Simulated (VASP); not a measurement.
# Ti7Ni (P1) in VASP: single point with PBEsol

Aim: the single point of Ti7Ni with PBEsol.

All numbers are computed with VASP 6.6.1; they aren't measurements. Logs are shortened: lines on timing, memory, paths and dates and some standing lists are left out, and cuts for length are marked.

## 1. The cell of the first run

The typed cell holds 16 atoms: a = 6.590 Å, b = 5.817 Å, c = 6.588 Å, α = 87.69°, β = 94.24°, γ = 92.34°.

## 2. Single point, PBEsol, collinear spin, ferromagnetic start

Input file INCAR:

```
ALGO = Normal ; EDIFF = 1E-6
ENCUT = 520 ; GGA = PS
ISIF = 2 ; ISMEAR = 0
ISPIN = 2 ; ISYM = 0
LASPH = True ; LCHARG = False
LMAXMIX = 4 ; LORBIT = 11
LREAL = Auto ; LWAVE = False
MAGMOM = 0 0 0 0 0 0 0 0 0 0 0 0 0 0 2 2 ; NBANDS = 112
NELM = 150 ; PREC = Accurate
SIGMA = 0.1
```

Input file KPOINTS:

```
Automatic mesh
0
Gamma
  2 2 2
  0.5 0.5 0.5
```

Input file POSCAR:

```
Ti7Ni
1.0
    6.5845836129     -0.1236395140     -0.2427145964
   -0.1236395140      5.8143414333      0.1224043486
   -0.2427145964      0.1224043486      6.5827772659
Ti Ni
14 2
Direct
   -0.0510761745     -0.0324322006      1.0419866138
    0.5255951398      0.0237566468     -0.0267974342
   -0.0432406579      0.4868075562      0.9989352042
    0.2609206557      0.2476777928      0.2388375822
    0.5347242555      0.5559596262     -0.0352355128
    0.4585655410     -0.0326825315      0.5510981161
    0.7141591406      0.2530522407      0.2749959584
    1.0332347445      0.5117335334      0.4648035793
    0.2826392917      0.7345750529      0.2172025322
    0.2245941717      0.2540336343      0.7850008602
    0.5014455056      0.4861032673      0.5436645573
    0.7222270462      0.7808991869      0.3144035666
    0.8128473925      0.1963253366      0.6873986927
    0.1846450686      0.7820143659      0.7766196872
    1.0446091115      1.0021339655      0.4547812458
    0.7901710771      0.7523893063      0.7096888130
```

Potentials or basis: VASP PAW PBE potentials, release 64 (Ti_sv, Ni).

On the command line:

```bash
$ cat potpaw_PBE.64/Ti_sv/POTCAR potpaw_PBE.64/Ni/POTCAR > POTCAR
$ mpirun -np 1 vasp_std > vasp.out
```

OUTCAR:

```text
EDIFF = 1E-6
   ENCUT = 520
   GGA = PS
   ISIF = 2
   ISMEAR = 0
   ISPIN = 2
   ISYM = 0
   LASPH = True
   LORBIT = 11
   LREAL = Auto
   NELM = 150
   PREC = Accurate

 ion  position               nearest neighbor table
   1  0.949  0.968  0.042-  12 2.60  16 2.69  14 2.71  13 2.75  15 2.76   9 2.78   2 2.82   3 2.83
                             4 2.84   7 2.88
   2  0.526  0.024  0.973-  10 2.64   7 2.64   5 2.73   6 2.81   9 2.81   1 2.82  14 2.86  12 2.86
                            13 2.89
   3  0.957  0.487  0.999-  16 2.61  14 2.69  10 2.77   7 2.79  13 2.80   5 2.82   1 2.83   4 2.83
                             9 2.87
   4  0.261  0.248  0.239-  15 2.46   8 2.74   9 2.83   3 2.83  11 2.84   1 2.84   6 2.85
   5  0.535  0.556  0.965-  16 2.66   9 2.70   2 2.73  11 2.81   3 2.82  10 2.86   7 2.86  12 2.87
                            14 2.88
   6  0.459  0.967  0.551-  14 2.60  16 2.69  12 2.71  13 2.75  15 2.77   9 2.78   2 2.81  11 2.83
                             4 2.85  10 2.88
   7  0.714  0.253  0.275-   2 2.64  12 2.75  13 2.76  11 2.77   8 2.78   3 2.79  15 2.83   5 2.86
                             1 2.88
   8  0.033  0.512  0.465-   9 2.66  12 2.73  13 2.74  14 2.74   4 2.74   7 2.78  10 2.79  16 2.81
                            15 2.85  15 2.97
   9  0.283  0.735  0.217-   8 2.66   5 2.70   1 2.78   6 2.78   2 2.81   4 2.83  15 2.84   3 2.87
                            11 2.87
  10  0.225  0.254  0.785-   2 2.64  14 2.75  13 2.75   3 2.77  11 2.78   8 2.79  15 2.83   5 2.86
                             6 2.88
  11  0.501  0.486  0.544-  16 2.61  12 2.69   7 2.77  10 2.78  13 2.80   5 2.81   6 2.83   4 2.84
                             9 2.87
  12  0.722  0.781  0.314-  15 2.57   1 2.60  16 2.61  11 2.69   6 2.71   8 2.73   7 2.75   2 2.86
                             5 2.87
  13  0.813  0.196  0.687-  15 2.57  16 2.58   8 2.74   6 2.75   1 2.75  10 2.75   7 2.76  11 2.80
                             3 2.80   2 2.89
  14  0.185  0.782  0.777-  15 2.56   6 2.60  16 2.60   3 2.69   1 2.71   8 2.74  10 2.75   2 2.86
                             5 2.88
  15  0.045  0.002  0.455-   4 2.46  14 2.56  13 2.57  12 2.57   1 2.76   6 2.77  16 2.79   7 2.83
                            10 2.83   9 2.84   8 2.85   8 2.97
  16  0.790  0.752  0.710-  13 2.58  14 2.60  11 2.61  12 2.61   3 2.61   5 2.66   6 2.69   1 2.69
                            15 2.79   8 2.81

IMPORTANT INFORMATION: All symmetrisations will be switched off!
NOSYMM: (Re-)initialisation of all symmetry stuff for point group C_1.

----------------------------------------------------------------------------------------

                                     Primitive cell

  volume of cell :     251.4873

  direct lattice vectors                    reciprocal lattice vectors
     6.584583613 -0.123639514 -0.242714596     0.152133070  0.003118178  0.005551341
    -0.123639514  5.814341433  0.122404349     0.003118178  0.172119788 -0.003085534
    -0.242714596  0.122404349  6.582777266     0.005551341 -0.003085534  0.152173624

  length of vectors
     6.590215358  5.816943859  6.588387491     0.152266252  0.172175680  0.152306106

  position of ions in fractional coordinates (direct lattice)
     0.948923826  0.967567799  0.041986614
     0.525595140  0.023756647  0.973202566
     0.956759342  0.486807556  0.998935204
     0.260920656  0.247677793  0.238837582
     0.534724256  0.555959626  0.964764487
     0.458565541  0.967317468  0.551098116
[... 8 lines left out ...]
     0.044609112  0.002133966  0.454781246
     0.790171077  0.752389306  0.709688813

  ion indices of the primitive-cell ions
   primitive index   ion index
                 1           1
                 2           2
                 3           3
                 4           4
                 5           5
                 6           6
[... 8 lines left out ...]
                15          15
                16          16

----------------------------------------------------------------------------------------

 KPOINTS: Automatic mesh

Automatic generation of k-mesh.
 Grid dimensions read from file:
 generate k-points for:    2    2    2

 Generating k-lattice:

  Cartesian coordinates                     Fractional coordinates (reciprocal lattice)
     0.076066535  0.001559089  0.002775670     0.500000000  0.000000000  0.000000000
     0.001559089  0.086059894 -0.001542767    -0.000000000  0.500000000 -0.000000000
     0.002775670 -0.001542767  0.076086812     0.000000000 -0.000000000  0.500000000

  Length of vectors
     0.076133126  0.086087840  0.076153053

  Shift w.r.t. Gamma in fractional coordinates (k-lattice)
     0.500000000  0.500000000  0.500000000

 Subroutine IBZKPT returns following result:
 ===========================================

 Found      4 irreducible k-points:

 Following reciprocal coordinates:
            Coordinates               Weight
  0.250000  0.250000  0.250000      2.000000
 -0.250000  0.250000  0.250000      2.000000
  0.250000 -0.250000  0.250000      2.000000
 -0.250000 -0.250000  0.250000      2.000000
   k-points           NKPTS =      4   k-points in BZ     NKDIM =      4   number of bands    NBANDS=    112
   number of dos      NEDOS =    301   number of ions     NIONS =     16
   total plane-waves  NPLWV = 120000
   dimension x,y,z NGX =    50 NGY =   48 NGZ =   50
   dimension x,y,z NGXF=   100 NGYF=   96 NGZF=  100
   ions per type =              14   2
   NGX,Y,Z   is equivalent  to a cutoff of  12.61, 13.72, 12.62 a.u.
   NGXF,Y,Z  is equivalent  to a cutoff of  25.23, 27.44, 25.23 a.u.
 SYSTEM =  unknown system
   PREC   = accura    normal or accurate (medium, high low for compatibility)
   ISTART =      0    job   : 0-new  1-cont  2-samecut
   ICHARG =      2    charge: 1-file 2-atom 10-const
   ISPIN  =      2    spin polarized calculation?
   LNONCOLLINEAR =      F non collinear calculations
   LSORBIT =      F    spin-orbit coupling
   LASPH  =      T    aspherical Exc in radial PAW
   ENCUT  =  520.0 eV  38.22 Ry    6.18 a.u.  12.25 10.82 12.25*2*pi/ulx,y,z
   NELM   =    150;   NELMIN=  2; NELMDL= -5     # of ELM steps
   EDIFF  = 0.1E-05   stopping-criterion for ELM
   LREAL  =      T    real-space projection
   EDIFFG = 0.1E-04   stopping-criterion for IOM
   NSW    =      0    number of steps for IOM
   IBRION =     -1    ionic relax: 0-MD 1-quasi-New 2-CG
   NFREE  =      0    steps in history (QN), initial steepest desc. (CG)
   ISIF   =      2    stress and relaxation
   ISYM   =      0    0-nonsym 1-usesym 2-fastsym
   POTIM  = 0.5000    time-step for ionic-motion
   TEBEG  =    0.0;   TEEND  =   0.0 temperature during run
   PSTRESS=    0.0 pullay stress
   NELECT =     188.0000    total number of electrons
   NUPDOWN=      -1.0000    fix difference up-down
   EMIN   =  10.00;   EMAX   =-10.00  energy-range for DOS
   EFERMI =   0.00;   METHOD = LEGACY
   ISMEAR =     0;   SIGMA  =   0.10  broadening in eV -4-tet -1-fermi 0-gaus
   EFERMI_NEDOS =   21; number of points for ismear=-14 and -15
   IALGO  =     38    algorithm
   IMIX   =      4    mixing-type and parameters
     AMIX     =   0.40;   BMIX     =  1.00
     AMIX_MAG =   1.60;   BMIX_MAG =  1.00
  volume/ion in A,a.u.               =      15.72       106.07
  Fermi-wavevector in a.u.,A,eV,Ry     =   1.485783  2.807723 30.035564  2.207552
  Thomas-Fermi vector in A             =   2.599152
   LORBIT       =     11    0 simple, 1 ext, 2 COOP (PROOUT), +10 PAW based schemes
   GGA     = PS    functional components
   LHFCALC =     F    Hartree Fock is set to
   AEXX    =    0.0000 exact exchange contribution
   IVDW    =     0    specifies the selected vdW correction
   LEPSILON=     F    determine dielectric tensor
   LRPA    =     F    only Hartree local field effects (RPA)
 spin polarized calculation
 Gauss-broadening in eV      SIGMA  =   0.10
  energy-cutoff  :      520.00
  volume of cell :      251.49
 maximum number of plane-waves:      6780
 NGX is ok and might be reduce to    50
   NGX = 25   NGY = 21   NGZ = 25

 number of electron     188.0000023 magnetization      -0.0012886

 number of electron     188.0000023 magnetization       0.0006515

 Free energy of the ion-electron system (eV)
  ---------------------------------------------------
  ext. energy  EPLUGINS =         0.00000000
  ---------------------------------------------------
  free energy    TOTEN  =      -129.73371217 eV

  energy without entropy =     -129.65194488  energy(sigma->0) =     -129.69282852

 E-fermi :   8.7352     XC(G=0): -12.0330

 val. band max:        8.7200306544   @ k =  -0.2500   0.2500   0.2500
 cond. band min:       8.7424652850   @ k =  -0.2500  -0.2500   0.2500
 fundamental gap:      0.0224346306
 Fermi energy:         8.7351814101

 spin component 1

 k-point     1 :       0.2500    0.2500    0.2500
  band No.  band energies     occupation
      1     -47.6844      1.00000
      2     -47.6512      1.00000
      3     -47.6229      1.00000
      4     -47.5929      1.00000
      5     -47.5715      1.00000
      6     -47.5612      1.00000
[... 98 lines left out ...]
    105       9.6470      0.00000
    106       9.7244      0.00000

 k-point     2 :      -0.2500    0.2500    0.2500
  band No.  band energies     occupation
      1     -47.6874      1.00000
      2     -47.6485      1.00000
      3     -47.6206      1.00000
      4     -47.5968      1.00000
      5     -47.5639      1.00000
      6     -47.5557      1.00000
[... 210 lines left out ...]
 k-point     4 :      -0.2500   -0.2500    0.2500
  band No.  band energies     occupation
      1     -47.6860      1.00000
      2     -47.6485      1.00000
      3     -47.6121      1.00000
      4     -47.6018      1.00000
      5     -47.5855      1.00000
      6     -47.5568      1.00000
[... 98 lines left out ...]
    105       9.6055      0.00000
    106       9.6754      0.00000
 Fermi energy:         8.7351814101

 spin component 2

 k-point     1 :       0.2500    0.2500    0.2500
  band No.  band energies     occupation
      1     -47.6844      1.00000
      2     -47.6510      1.00000
      3     -47.6228      1.00000
      4     -47.5929      1.00000
      5     -47.5715      1.00000
      6     -47.5613      1.00000
[... 98 lines left out ...]
    105       9.6471      0.00000
    106       9.7245      0.00000

 k-point     2 :      -0.2500    0.2500    0.2500
  band No.  band energies     occupation
      1     -47.6873      1.00000
      2     -47.6483      1.00000
      3     -47.6205      1.00000
      4     -47.5969      1.00000
      5     -47.5640      1.00000
      6     -47.5554      1.00000
[... 210 lines left out ...]
 k-point     4 :      -0.2500   -0.2500    0.2500
  band No.  band energies     occupation
      1     -47.6859      1.00000
      2     -47.6484      1.00000
      3     -47.6121      1.00000
      4     -47.6019      1.00000
      5     -47.5855      1.00000
      6     -47.5567      1.00000
[... 98 lines left out ...]
    105       9.6055      0.00000
    106       9.6754      0.00000
 [bands above 106 left out]

------------------------ aborting loop because EDIFF is reached ----------------------------------------

  FORCE on cell =-STRESS in cart. coord.  units (eV):
  Direction    XX          YY          ZZ          XY          YZ          ZX
  --------------------------------------------------------------------------------------
  -------------------------------------------------------------------------------------
  Total       -0.4159155     -0.4091834     -0.4896265     -0.0266789     -0.0026670     -0.1389835
  in kB       -2.6497183     -2.6068290     -3.1193166     -0.1699660     -0.0169910     -0.8854373
  external PRESSURE =      -2.7919546 kB  Pullay stress =       0.0000000 kB

 VOLUME and BASIS-vectors are now :
 -----------------------------------------------------------------------------
  energy-cutoff  :      520.00
  volume of cell :      251.49
      direct lattice vectors                 reciprocal lattice vectors
     6.584583613 -0.123639514 -0.242714596     0.152133070  0.003118178  0.005551341
    -0.123639514  5.814341433  0.122404349     0.003118178  0.172119788 -0.003085534
    -0.242714596  0.122404349  6.582777266     0.005551341 -0.003085534  0.152173624

 POSITION                                       TOTAL-FORCE (eV/Angst)
 -----------------------------------------------------------------------------------
      6.11845      5.51358      0.16451        -0.012492      0.010591     -0.040322
      3.22168      0.19227      6.28171        -0.004648      0.024064      0.024745
      5.99722      2.83445      6.40314        -0.027521      0.009203     -0.002122
      1.62946      1.43706      1.53920        -0.001103      0.021337      0.010777
      3.21804      3.28452      6.28910         0.024525     -0.012801     -0.030695
      2.76610      5.63507      3.63486         0.024635      0.014840      0.002368
[... 8 lines left out ...]
      0.18309      0.06256      2.98316        -0.010040     -0.022121      0.011013
      4.93767      4.36382      4.57203        -0.009591     -0.013174      0.007684
 -----------------------------------------------------------------------------------
    total drift:                               -0.037511      0.013677      0.032204

  FREE ENERGIE OF THE ION-ELECTRON SYSTEM (eV)
  ---------------------------------------------------
  free  energy   TOTEN  =      -129.7337121670 eV

  energy  without entropy=     -129.6519448819  energy(sigma->0) =     -129.69282852

 total charge

# of ion       s       p       d       tot
------------------------------------------
    1        2.260   6.133   1.958  10.352
    2        2.260   6.128   1.963  10.352
    3        2.255   6.133   1.923  10.311
    4        2.255   6.135   1.903  10.293
    5        2.247   6.123   1.910  10.280
    6        2.260   6.133   1.959  10.352
[... 8 lines left out ...]
   15        0.558   0.500   8.291   9.349
   16        0.566   0.485   8.301   9.352
--------------------------------------------------
tot         32.740  86.802  43.851 163.393

 magnetization (x)

# of ion       s       p       d       tot
------------------------------------------
    1       -0.000  -0.000  -0.000  -0.000
    2       -0.000  -0.000  -0.000  -0.000
    3       -0.000  -0.000  -0.000  -0.000
    4        0.000   0.000   0.000   0.000
    5        0.000   0.000   0.000   0.000
    6       -0.000  -0.000  -0.000  -0.000
[... 8 lines left out ...]
   15       -0.000   0.000   0.000   0.000
   16        0.000   0.000   0.000   0.000
--------------------------------------------------
tot          0.000   0.000   0.000   0.000
```

It took 18 min on 1 thread of Intel Xeon 8259CL, shared host; peak memory 0.5 GiB.

What came out:

| Property | Result |
| --- | --- |
| Free energy | -129.7337 eV |
| Pressure | -0.3 GPa |
| Largest force | 0.044 eV/Å |
| Net moment | 0.00 μB per cell |
| Valence electrons inside the program's atomic spheres | Ti 10.35, 10.31, 10.29, 10.28, 10.34, 10.38 (each value once); Ni 9.35 |

Forces in eV/Å, atoms in the order of the input:
```
Ti  -0.012  0.011 -0.040
Ti  -0.005  0.024  0.025
Ti  -0.028  0.009 -0.002
Ti  -0.001  0.021  0.011
Ti   0.025 -0.013 -0.031
Ti   0.025  0.015  0.002
Ti   0.010 -0.026  0.020
Ti   0.017 -0.009  0.004
Ti   0.005 -0.007 -0.002
Ti  -0.013 -0.021 -0.021
Ti  -0.003  0.022  0.012
Ti  -0.003  0.019  0.000
Ti  -0.006  0.007  0.008
Ti   0.009 -0.018 -0.004
Ni  -0.010 -0.022  0.011
Ni  -0.010 -0.013  0.008
```

Stress tensor (GPa, compression positive):
```
-0.26 -0.02 -0.09
-0.02 -0.26  0.00
-0.09  0.00 -0.31
```

Caveat: the k points lie up to 0.54 Å⁻¹ apart; the PAW data sets were made with another functional, which shifts forces and pressure a little.
